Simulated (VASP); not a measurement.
# NaLiICl (P4/mmm) in VASP: notebook

Runs on NaLiICl. Level: LDA. Tasks: single point, relaxation of cell and atoms.

Everything below comes from runs of VASP 6.6.1. Logs are shortened: lines on timing, memory, paths and dates and some standing lists are left out, and cuts for length are marked.

## Step 1: The cell of the first run

It takes space group P4/mmm (No. 123, tetragonal). Conventional cell: a = 3.954 Å, b = 3.954 Å, c = 5.924 Å, α = 90.00°, β = 90.00°, γ = 90.00°. Na (site symmetry 4/mmm) has 4 Cl at 2.80 Å and 2 I at 2.96 Å within 3.7 Å. Within 3.7 Å of Li (site symmetry 4/mmm) lie 4 I at 2.80 Å and 2 Cl at 2.96 Å. I (site symmetry 4/mmm) has 4 Li at 2.80 Å and 2 Na at 2.96 Å within 3.7 Å. Cl (site symmetry 4/mmm) has 4 Na at 2.80 Å and 2 Li at 2.96 Å within 3.7 Å.

## Step 2: Single point, LDA

INCAR reads:

```
PREC = Accurate
ENCUT = 520
EDIFF = 1E-6
ISMEAR = -1
SIGMA = 0.1
LREAL = False
LASPH = True
NELM = 60
ALGO = Normal
ISIF = 2
LWAVE = False
LCHARG = True
LELF = True
LVHAR = True
NBANDS = 20
```

KPOINTS reads:

```
Automatic mesh
0
Gamma
  6 6 4
```

POSCAR reads:

```
NaLiICl
1.0
    3.9540430978      0.0000000000      0.0000000000
    0.0000000000      3.9540430978      0.0000000000
    0.0000000000      0.0000000000      5.9243590600
Na Li I Cl
1 1 1 1
Direct
    0.5000000000      0.5000000000      0.5000000000
    0.0000000000      0.0000000000      0.0000000000
    0.5000000000      0.5000000000      0.0000000000
    0.0000000000      0.0000000000      0.5000000000
```

Potentials or basis: VASP PAW LDA potentials, release 64 (Na_pv, Li_sv, I, Cl).

Run with:

```console
cat potpaw_LDA.64/Na_pv/POTCAR potpaw_LDA.64/Li_sv/POTCAR potpaw_LDA.64/I/POTCAR potpaw_LDA.64/Cl/POTCAR > POTCAR
mpirun -np 1 vasp_std > vasp.out
```

OUTCAR:

```text
PREC = Accurate
   ENCUT = 520
   EDIFF = 1E-6
   ISMEAR = -1
   LREAL = False
   LASPH = True
   NELM = 60
   ISIF = 2

 ion  position               nearest neighbor table
   1  0.500  0.500  0.500-   3 2.96   3 2.96
   2  0.000  0.000  0.000-   3 2.80   3 2.80   3 2.80   3 2.80
   3  0.500  0.500  0.000-   2 2.80   2 2.80   2 2.80   2 2.80   1 2.96   1 2.96
   4  0.000  0.000  0.500-

  LATTYP: Found a simple tetragonal cell.
 ALAT       =     3.9540430978
 C/A-ratio  =     1.4983041190

  Lattice vectors:

 A1 = (   3.9540430978,   0.0000000000,   0.0000000000)
 A2 = (   0.0000000000,   3.9540430978,   0.0000000000)
 A3 = (   0.0000000000,   0.0000000000,   5.9243590600)

Analysis of symmetry for initial positions (statically):
=====================================================================
 Subroutine PRICEL returns:
 Original cell was already a primitive cell.

 Routine SETGRP: Setting up the symmetry group for a
 simple tetragonal supercell.

 Subroutine GETGRP returns: Found 16 space group operations
 (whereof 16 operations were pure point group operations)
 out of a pool of 16 trial point group operations.

The static configuration has the point symmetry D_4h.

Analysis of symmetry for dynamics (positions and initial velocities):
=====================================================================
 Subroutine PRICEL returns:
 Original cell was already a primitive cell.

 Routine SETGRP: Setting up the symmetry group for a
 simple tetragonal supercell.

 Subroutine GETGRP returns: Found 16 space group operations
 (whereof 16 operations were pure point group operations)
 out of a pool of 16 trial point group operations.

The dynamic configuration has the point symmetry D_4h.

 Subroutine INISYM returns: Found 16 space group operations
 (whereof 16 operations are pure point group operations),
 and found     1 'primitive' translations

----------------------------------------------------------------------------------------

                                     Primitive cell

  volume of cell :      92.6241

  direct lattice vectors                    reciprocal lattice vectors
     3.954043098  0.000000000  0.000000000     0.252905691  0.000000000  0.000000000
     0.000000000  3.954043098  0.000000000     0.000000000  0.252905691  0.000000000
     0.000000000  0.000000000  5.924359060     0.000000000  0.000000000  0.168794631

  length of vectors
     3.954043098  3.954043098  5.924359060     0.252905691  0.252905691  0.168794631

  position of ions in fractional coordinates (direct lattice)
     0.500000000  0.500000000  0.500000000
     0.000000000  0.000000000  0.000000000
     0.500000000  0.500000000  0.000000000
     0.000000000  0.000000000  0.500000000

  ion indices of the primitive-cell ions
   primitive index   ion index
                 1           1
                 2           2
                 3           3
                 4           4

----------------------------------------------------------------------------------------

 KPOINTS: Automatic mesh

Automatic generation of k-mesh.
 Grid dimensions read from file:
 generate k-points for:    6    6    4

 Generating k-lattice:

  Cartesian coordinates                     Fractional coordinates (reciprocal lattice)
     0.042150948  0.000000000  0.000000000     0.166666667  0.000000000  0.000000000
     0.000000000  0.042150948  0.000000000     0.000000000  0.166666667  0.000000000
     0.000000000  0.000000000  0.042198658     0.000000000  0.000000000  0.250000000

  Length of vectors
     0.042150948  0.042150948  0.042198658

  Shift w.r.t. Gamma in fractional coordinates (k-lattice)
     0.000000000  0.000000000  0.000000000

 Subroutine IBZKPT returns following result:
 ===========================================

 Found     30 irreducible k-points:

 Following reciprocal coordinates:
            Coordinates               Weight
  0.000000  0.000000  0.000000      1.000000
  0.166667  0.000000  0.000000      4.000000
  0.333333  0.000000  0.000000      4.000000
  0.500000  0.000000  0.000000      2.000000
  0.166667  0.166667  0.000000      4.000000
  0.333333  0.166667  0.000000      8.000000
[... 16 lines left out ...]
  0.333333  0.000000  0.500000      4.000000
  0.500000  0.000000  0.500000      2.000000
 [... further k-points ...]
   k-points           NKPTS =     30   k-points in BZ     NKDIM =     30   number of bands    NBANDS=     20
   number of dos      NEDOS =    301   number of ions     NIONS =      4
   total plane-waves  NPLWV =  43200
   dimension x,y,z NGX =    30 NGY =   30 NGZ =   48
   dimension x,y,z NGXF=    60 NGYF=   60 NGZF=   96
   ions per type =               1   1   1   1
   NGX,Y,Z   is equivalent  to a cutoff of  12.61, 12.61, 13.47 a.u.
   NGXF,Y,Z  is equivalent  to a cutoff of  25.23, 25.23, 26.94 a.u.
 SYSTEM =  unknown system
   PREC   = accura    normal or accurate (medium, high low for compatibility)
   ISTART =      0    job   : 0-new  1-cont  2-samecut
   ICHARG =      2    charge: 1-file 2-atom 10-const
   ISPIN  =      1    spin polarized calculation?
   LNONCOLLINEAR =      F non collinear calculations
   LSORBIT =      F    spin-orbit coupling
   LASPH  =      T    aspherical Exc in radial PAW
   ENCUT  =  520.0 eV  38.22 Ry    6.18 a.u.   7.35  7.35 11.02*2*pi/ulx,y,z
   NELM   =     60;   NELMIN=  2; NELMDL= -5     # of ELM steps
   EDIFF  = 0.1E-05   stopping-criterion for ELM
   LREAL  =      F    real-space projection
   EDIFFG = 0.1E-04   stopping-criterion for IOM
   NSW    =      0    number of steps for IOM
   IBRION =     -1    ionic relax: 0-MD 1-quasi-New 2-CG
   NFREE  =      0    steps in history (QN), initial steepest desc. (CG)
   ISIF   =      2    stress and relaxation
   ISYM   =      2    0-nonsym 1-usesym 2-fastsym
   POTIM  = 0.5000    time-step for ionic-motion
   TEBEG  =    0.0;   TEEND  =   0.0 temperature during run
   PSTRESS=    0.0 pullay stress
   NELECT =      24.0000    total number of electrons
   NUPDOWN=      -1.0000    fix difference up-down
   EMIN   =  10.00;   EMAX   =-10.00  energy-range for DOS
   EFERMI =   0.00;   METHOD = LEGACY
   ISMEAR =    -1;   SIGMA  =   0.10  broadening in eV -4-tet -1-fermi 0-gaus
   EFERMI_NEDOS =   21; number of points for ismear=-14 and -15
   IALGO  =     38    algorithm
   IMIX   =      4    mixing-type and parameters
     AMIX     =   0.40;   BMIX     =  1.00
     AMIX_MAG =   1.60;   BMIX_MAG =  1.00
  volume/ion in A,a.u.               =      23.16       156.26
  Fermi-wavevector in a.u.,A,eV,Ry     =   1.043688  1.972284 14.820606  1.089284
  Thomas-Fermi vector in A             =   2.178408
   LORBIT       =      0    0 simple, 1 ext, 2 COOP (PROOUT), +10 PAW based schemes
   GGA     = CA    functional components
   LHFCALC =     F    Hartree Fock is set to
   AEXX    =    0.0000 exact exchange contribution
   IVDW    =     0    specifies the selected vdW correction
   LEPSILON=     F    determine dielectric tensor
   LRPA    =     F    only Hartree local field effects (RPA)
 non-spin polarized calculation
  energy-cutoff  :      520.00
  volume of cell :       92.62
 maximum number of plane-waves:      2535
 NGX is ok and might be reduce to    30
   NGX = 15   NGY = 15   NGZ = 23

 number of electron      23.9999984 magnetization

 Free energy of the ion-electron system (eV)
  ---------------------------------------------------
  ext. energy  EPLUGINS =         0.00000000
  ---------------------------------------------------
  free energy    TOTEN  =       -13.73581792 eV

  energy without entropy =      -13.73581792  energy(sigma->0) =      -13.73581792

 E-fermi :   3.7363     XC(G=0):  -8.8486

 val. band max:        1.5663650585   @ k =   0.5000   0.0000   0.5000
 cond. band min:       5.7704707624   @ k =   0.0000   0.0000   0.0000
 fundamental gap:      4.2041057039
 Fermi energy:         3.7363066492

 k-point     1 :       0.0000    0.0000    0.0000
  band No.  band energies     occupation
      1     -42.4890      2.00000
      2     -20.3066      2.00000
      3     -20.2505      2.00000
      4     -20.2505      2.00000
      5     -11.7787      2.00000
      6     -10.0535      2.00000
[... 12 lines left out ...]
     19      10.9140      0.00000
     20      12.5949      0.00000

 k-point     2 :       0.1667    0.0000    0.0000
  band No.  band energies     occupation
      1     -42.4888      2.00000
      2     -20.3063      2.00000
      3     -20.2553      2.00000
      4     -20.2499      2.00000
      5     -11.7320      2.00000
      6      -9.9971      2.00000
[... 12 lines left out ...]
     19      11.0404      0.00000
     20      11.3028      0.00000

 k-point     3 :       0.3333    0.0000    0.0000
  band No.  band energies     occupation
      1     -42.4887      2.00000
      2     -20.3056      2.00000
      3     -20.2648      2.00000
      4     -20.2488      2.00000
      5     -11.6356      2.00000
      6      -9.8782      2.00000
[... 12 lines left out ...]
     19      10.9700      0.00000
     20      11.7471      0.00000

 k-point     4 :       0.5000    0.0000    0.0000
  band No.  band energies     occupation
      1     -42.4886      2.00000
      2     -20.3053      2.00000
      3     -20.2695      2.00000
      4     -20.2483      2.00000
      5     -11.5858      2.00000
      6      -9.8153      2.00000
[... 12 lines left out ...]
     19      10.7265      0.00000
     20      12.0942      0.00000

 k-point     5 :       0.1667    0.1667    0.0000
  band No.  band energies     occupation
      1     -42.4887      2.00000
      2     -20.3060      2.00000
      3     -20.2553      2.00000
      4     -20.2534      2.00000
      5     -11.6918      2.00000
      6      -9.9341      2.00000
[... 12 lines left out ...]
     19      11.2265      0.00000
     20      12.1570      0.00000

 k-point     6 :       0.3333    0.1667    0.0000
  band No.  band energies     occupation
      1     -42.4885      2.00000
      2     -20.3053      2.00000
      3     -20.2634      2.00000
      4     -20.2526      2.00000
      5     -11.6094      2.00000
      6      -9.8001      2.00000
[... 12 lines left out ...]
     19      11.5135      0.00000
     20      11.8465      0.00000

 k-point     7 :       0.5000    0.1667    0.0000
  band No.  band energies     occupation
      1     -42.4884      2.00000
      2     -20.3050      2.00000
      3     -20.2678      2.00000
      4     -20.2518      2.00000
      5     -11.5671      2.00000
      6      -9.7285      2.00000
[... 12 lines left out ...]
     19      11.6254      0.00000
     20      11.9060      0.00000
[... 277 lines left out ...]
 k-point    20 :       0.5000    0.5000    0.2500
  band No.  band energies     occupation
      1     -42.4881      2.00000
      2     -20.3046      2.00000
      3     -20.2624      2.00000
      4     -20.2624      2.00000
      5     -11.5103      2.00000
      6      -9.4264      2.00000
[... 12 lines left out ...]
     19      11.6331      0.00000
     20      12.8198      0.00000

 k-point    21 :       0.0000    0.0000    0.5000
  band No.  band energies     occupation
      1     -42.4889      2.00000
      2     -20.3078      2.00000
      3     -20.2504      2.00000
      4     -20.2504      2.00000
      5     -11.7449      2.00000
      6     -10.0996      2.00000
[... 12 lines left out ...]
     19      11.9191      0.00000
     20      11.9488      0.00000

 k-point    22 :       0.1667    0.0000    0.5000
  band No.  band energies     occupation
      1     -42.4888      2.00000
      2     -20.3075      2.00000
      3     -20.2552      2.00000
      4     -20.2499      2.00000
      5     -11.7060      2.00000
      6     -10.0262      2.00000
[... 12 lines left out ...]
     19      10.5025      0.00000
     20      11.6407      0.00000

 k-point    23 :       0.3333    0.0000    0.5000
  band No.  band energies     occupation
      1     -42.4886      2.00000
      2     -20.3068      2.00000
      3     -20.2647      2.00000
      4     -20.2488      2.00000
      5     -11.6262      2.00000
      6      -9.8693      2.00000
[... 12 lines left out ...]
     19      11.1309      0.00000
     20      11.6581      0.00000

 k-point    24 :       0.5000    0.0000    0.5000
  band No.  band energies     occupation
      1     -42.4885      2.00000
      2     -20.3064      2.00000
      3     -20.2695      2.00000
      4     -20.2482      2.00000
      5     -11.5853      2.00000
      6      -9.7850      2.00000
[... 12 lines left out ...]
     19      11.5955      0.00000
     20      12.0898      0.00000

 [... further k-points ...]

------------------------ aborting loop because EDIFF is reached ----------------------------------------

  FORCE on cell =-STRESS in cart. coord.  units (eV):
  Direction    XX          YY          ZZ          XY          YZ          ZX
  --------------------------------------------------------------------------------------
  -------------------------------------------------------------------------------------
  Total        0.0147640      0.0147640     -0.0093699      0.0000000      0.0000000     -0.0000000
  in kB        0.2553817      0.2553817     -0.1620774      0.0000000      0.0000000     -0.0000000
  external PRESSURE =       0.1162287 kB  Pullay stress =       0.0000000 kB

 VOLUME and BASIS-vectors are now :
 -----------------------------------------------------------------------------
  energy-cutoff  :      520.00
  volume of cell :       92.62
      direct lattice vectors                 reciprocal lattice vectors
     3.954043098  0.000000000  0.000000000     0.252905691  0.000000000  0.000000000
     0.000000000  3.954043098  0.000000000     0.000000000  0.252905691  0.000000000
     0.000000000  0.000000000  5.924359060     0.000000000  0.000000000  0.168794631

 POSITION                                       TOTAL-FORCE (eV/Angst)
 -----------------------------------------------------------------------------------
      1.97702      1.97702      2.96218         0.000000      0.000000      0.000000
      0.00000      0.00000      0.00000         0.000000      0.000000      0.000000
      1.97702      1.97702      0.00000         0.000000      0.000000      0.000000
      0.00000      0.00000      2.96218         0.000000      0.000000      0.000000
 -----------------------------------------------------------------------------------
    total drift:                                0.000000      0.000000      0.000000

  FREE ENERGIE OF THE ION-ELECTRON SYSTEM (eV)
  ---------------------------------------------------
  free  energy   TOTEN  =       -13.7358179152 eV

  energy  without entropy=      -13.7358179150  energy(sigma->0) =      -13.73581792
```

Run time: 55 s. Hardware: 1 thread of AMD EPYC 7R43 (Zen 3), shared host; peak memory 0.17 GiB.

What came out:

```yaml
Free_energy: -13.7358 eV
Band_gap_on_the_k_mesh: 4.20 eV (least direct gap 4.48 eV)
```

Levels at points of the mesh, in eV from the valence-band top:
| k point | band 8 | band 9 | band 10 | band 11 | band 12 | band 13 | band 14 | band 15 | band 16 | band 17 |
| --- | --- | --- | --- | --- | --- | --- | --- | --- | --- | --- |
| (0.00, 0.00, 0.00) | -1.42 | -1.42 | -0.39 | -0.34 | -0.34 | 4.20 | 5.40 | 5.93 | 9.01 | 9.23 |
| (0.50, 0.00, 0.00) | -2.50 | -1.91 | -1.40 | -1.20 | -0.01 | 5.81 | 6.45 | 6.94 | 7.27 | 7.45 |
| (0.50, 0.50, 0.00) | -3.09 | -1.68 | -1.68 | -1.63 | -0.91 | 4.61 | 5.84 | 5.84 | 5.94 | 9.21 |
| (0.00, 0.00, 0.50) | -1.89 | -1.25 | -1.25 | -0.59 | -0.59 | 5.98 | 6.42 | 6.43 | 7.49 | 7.60 |
| (0.50, 0.00, 0.50) | -3.06 | -1.19 | -1.02 | -0.69 | 0.00 | 4.48 | 5.39 | 6.65 | 7.54 | 8.29 |
| (0.50, 0.50, 0.50) | -2.72 | -2.23 | -2.23 | -1.65 | -1.18 | 5.62 | 7.04 | 7.31 | 7.31 | 7.95 |

Caveat: the cutoff is under 1.25 times the usual one of these potentials, so pressure, stress and relaxed cells hold a basis-set (Pulay) error; spin-orbit coupling is left out, which moves the levels of the heavy elements. A k mesh can miss the band edges.

## Step 3: Relaxation of cell and atoms, LDA

This run uses another cell than the first one, of 26.01 Å³/atom.

INCAR reads:

```
SYSTEM = NaLiICl
PREC = Accurate ; ENCUT = 600
EDIFF = 1E-7 ; ISMEAR = -1
SIGMA = 0.1 ; LREAL = .FALSE.
LASPH = .TRUE. ; NELM = 100
ALGO = Normal ; ISIF = 3
LWAVE = .FALSE. ; LCHARG = .FALSE.
IBRION = 2 ; NSW = 80
EDIFFG = -0.01
```

KPOINTS reads:

```
regular mesh
0
G
  6 6 4
  0 0 0
```

POSCAR reads:

```
NaLiICl
1.0
    4.0916360000      0.0000000000      0.0000000000
    0.0000000000      4.0916360000      0.0000000000
    0.0000000000      0.0000000000      6.2153440000
Na Li I Cl
1 1 1 1
Direct
    0.5000000000      0.5000000000      0.5000000000
    0.0000000000      0.0000000000      0.0000000000
    0.5000000000      0.5000000000      0.0000000000
    0.0000000000      0.0000000000      0.5000000000
```

Potentials or basis: VASP PAW LDA potentials, release 64 (Na_pv, Li_sv, I, Cl).

Run with:

```console
cat potpaw_LDA.64/Na_pv/POTCAR potpaw_LDA.64/Li_sv/POTCAR potpaw_LDA.64/I/POTCAR potpaw_LDA.64/Cl/POTCAR > POTCAR
mpirun -np 1 vasp_std > vasp.out
```

It took 5.2 min on 1 thread of AMD EPYC 7R43 (Zen 3), shared host; peak memory 0.22 GiB.

It converged, with:

- Free energy: -13.7381 eV
- Relaxed volume: 23.17 Å³/atom
- Relaxed cell: a = 3.957 Å, b = 3.957 Å, c = 5.919 Å, α = 90.00°, β = 90.00°, γ = 90.00°
- Space group after relaxing (to 0.1 Å): P4/mmm (No. 123)
- Energy gained by relaxing: 23.7 meV/atom
- Ionic steps: 7
- Pressure after relaxing: 0.0 GPa
- Band gap on the k mesh: 4.21 eV (least direct gap 4.49 eV)

The path:
| step | energy change (eV) | largest force (eV/Å) | pressure (GPa) | volume (Å³) |
| --- | --- | --- | --- | --- |
| 1 | 0.0000 | 0.0000 | -2.39 | 104.05 |
| 2 | -0.0682 | 0.0000 | -1.37 | 98.33 |
| 3 | -0.0922 | 0.0000 | -0.15 | 93.39 |
| 4 | -0.0924 | 0.0000 | 0.00 | 92.87 |
| 5 | -0.0924 | 0.0000 | -0.06 | 93.08 |
| 6 | -0.0938 | 0.0000 | -0.06 | 92.96 |
| 7 | -0.0949 | 0.0000 | -0.03 | 92.68 |

Final structure:
```
Na Li I Cl
1.0
     3.95713    0.00000    0.00000
     0.00000    3.95713    0.00000
     0.00000    0.00000    5.91867
Na Li I Cl
1 1 1 1
Direct
  0.50000 0.50000 0.50000
  0.00000 0.00000 0.00000
  0.50000 0.50000 0.00000
  0.00000 0.00000 0.50000
```

Levels at points of the mesh, in eV from the valence-band top:
| k point | band 9 | band 10 | band 11 | band 12 | band 13 | band 14 | band 15 | band 16 |
| --- | --- | --- | --- | --- | --- | --- | --- | --- |
| (0.00, 0.00, 0.00) | -1.42 | -0.38 | -0.34 | -0.34 | 4.21 | 5.40 | 5.93 | 9.02 |
| (0.50, 0.00, 0.00) | -1.91 | -1.39 | -1.19 | -0.01 | 5.81 | 6.46 | 6.95 | 7.28 |
| (0.50, 0.50, 0.00) | -1.67 | -1.67 | -1.63 | -0.91 | 4.61 | 5.84 | 5.84 | 5.94 |
| (0.00, 0.00, 0.50) | -1.24 | -1.24 | -0.58 | -0.58 | 5.98 | 6.42 | 6.43 | 7.50 |
| (0.50, 0.00, 0.50) | -1.18 | -1.01 | -0.69 | 0.00 | 4.49 | 5.39 | 6.65 | 7.55 |
| (0.50, 0.50, 0.50) | -2.23 | -2.23 | -1.65 | -1.18 | 5.62 | 7.04 | 7.31 | 7.31 |

Caveat: the cutoff is under 1.25 times the usual one of these potentials, so pressure, stress and relaxed cells hold a basis-set (Pulay) error; spin-orbit coupling is left out, which moves the levels of the heavy elements.
